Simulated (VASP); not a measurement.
Input of a VASP 6.6.1 run:

The input INCAR:

```
ALGO     = Normal         # electronic algorithm
EDIFF    = 1E-6           # SCF threshold, eV
ENCUT    = 520            # plane-wave cutoff, eV
GGA      = PS             # functional
ISIF     = 2              # what is computed and relaxed
ISMEAR   = -1             # smearing method
LASPH    = True           # aspherical terms in the spheres
LCHARG   = False          # write CHGCAR
LREAL    = Auto         
LWAVE    = False          # write WAVECAR
NBANDS   = 46             # bands
NELM     = 100            # most SCF steps
PREC     = Accurate       # precision mode
SIGMA    = 0.36           # smearing width, eV
```

Contents of KPOINTS:

```
k-points
0
Gamma
  2 2 2
```

The input POSCAR:

```
Si
1.0
    0.0000000000      5.7002130000      5.7002130000
    5.7002130000      0.0000000000      5.7002130000
    5.7002130000      5.7002130000      0.0000000000
Si
16
Direct
   -0.1440560204      0.5248312651     -0.1434770946
    0.1518978326      0.2687004854      0.1065135636
    0.0969086594     -0.3159706488      0.3887924890
    0.2000714710     -0.3135058286      0.8533277616
    0.0826986641      0.4305277715      0.3182337221
   -0.0743656421      0.8806688452      0.1178903315
    0.1999223538      0.3573550673      0.6589929183
    0.0533927416      0.7632083222      0.6577736657
    0.6663522924     -0.1088292666     -0.2498064546
    0.6158454079      0.0704622792      0.0755848948
    0.4355626711      0.1235041568      0.4141775053
    0.6519756367      0.2796913028      0.4511585795
    0.5952584579      0.5722593173     -0.2799369076
    0.4930078929      0.4004148617      0.1754934421
    0.4148441471      0.2591832972      0.7944615403
    0.6487652304      0.6978862018      0.2690776643
```

Potentials or basis: VASP PAW PBE potentials, release 64 (Si).

Launch:

```console
$ cat potpaw_PBE.64/Si/POTCAR > POTCAR
$ mpirun -np 1 vasp_std > vasp.out
```

Task: Estimate the band gap on the k mesh.

Result: Zero (bands 32 and 33 overlap by 0.08 eV).

Task: Estimate the largest force.

Result: 4.074 eV/Å.

Task: Estimate the pressure.

Result: -4.7 GPa.

Stress tensor (GPa, compression positive):
```
-6.76  1.43  0.24
 1.43 -2.74  0.37
 0.24  0.37 -4.51
```

Caveat: the k points lie up to 0.48 Å⁻¹ apart; the atoms stand as in a frame of molecular dynamics; so wide a smearing shifts energies and pressures; semilocal functionals underestimate gaps, and a narrow one can read as zero; the PAW data sets were made with another functional, which shifts forces and pressure a little.
